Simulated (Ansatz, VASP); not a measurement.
# Two plane-wave programs on Hg

Contents of POSCAR:

```
Hg
1.0
    1.7300004553      0.9988162286      2.2340000000
   -1.7300004553      0.9988162286      2.2340000000
    0.0000000000     -1.9976324571      2.2340000000
Hg
1
Direct
    0.0000000000      0.0000000000      0.0000000000
```

The input INCAR.step1:

```
SYSTEM = Hg
PREC = Accurate
ENCUT = 520
ISMEAR = 0
SIGMA = 0.15
LREAL = .False.
LASPH = .True.
NELM = 80
NBANDS = 12
GGA = PE
ALGO = Normal
EDIFF = 1E-4
LWAVE = .True.
LCHARG = .False.
```

INCAR.step2

```
SYSTEM = Hg
PREC = Accurate
ENCUT = 520
EDIFF = 1E-6
ISMEAR = 0
SIGMA = 0.15
LREAL = .False.
LASPH = .True.
NELM = 80
ALGO = Normal
ISIF = 2
LWAVE = .False.
LCHARG = .False.
METAGGA = R2SCAN
LMIXTAU = .True.
NBANDS = 12
ISTART = 1
```

KPOINTS

```
Automatic mesh
0
Gamma
  18 18 18
  0 0 0
```

Input for Ansatz:

```yaml
crystal:
  lattice:
    - [1.7300004553, 0.9988162286, 2.234]
    - [-1.7300004553, 0.9988162286, 2.234]
    - [0.0, -1.9976324571, 2.234]
  atoms:
    - { symbol: Hg, position: [0.0, 0.0, 0.0] }
basis:
  ecutwfc: 500
kpoints:
  mp_grid: { grid: [18, 18, 18] }
hamiltonian:
  xc: r2scan
scf:
  occupations: { method: gaussian, width: 0.15 }
output:
  forces: true
  stress: true
  eigenvalues: true
  write_density: true
  write_potential: true
  elf: true
  volumetric_format: npy
```

Alike in both runs: task single point; functional r2SCAN; k mesh 18 × 18 × 18; occupations gaussian, width 0.15 eV; no spin polarisation.

```csv
,VASP,Ansatz
version,VASP 6.6.1,Ansatz 0.2.0
potentials or method,"VASP PAW PBE potentials, release 64 (Hg), cutoff 520 eV","scalar-relativistic, plane waves, PAW"
valence electrons in the cell,12,20
```

Ansatz gave:

| Quantity | Value |
| --- | --- |
| gap on the k mesh at the Fermi level (eV) | none |
| pressure (GPa) | 4.3 |
| traceless stress, the component that is largest in VASP (GPa) | -0.19 |

Problem. What did VASP give for the same quantities?

Solution. gap on the k mesh at the Fermi level (eV): none; pressure (GPa): 4.9; traceless stress, the component that is largest in VASP (GPa): 0.04.

VASP's potentials were made for PBE, not for r2SCAN. A gap of «none» marks a metal or a gap that the smearing closes. The functional is the same, so the differences come from potentials, cutoffs and numerics. VASP's potentials hold 12 valence electrons a cell and Ansatz's 20, so a difference there can come from the potentials and not from the codes.

Spin-orbit coupling is off throughout.
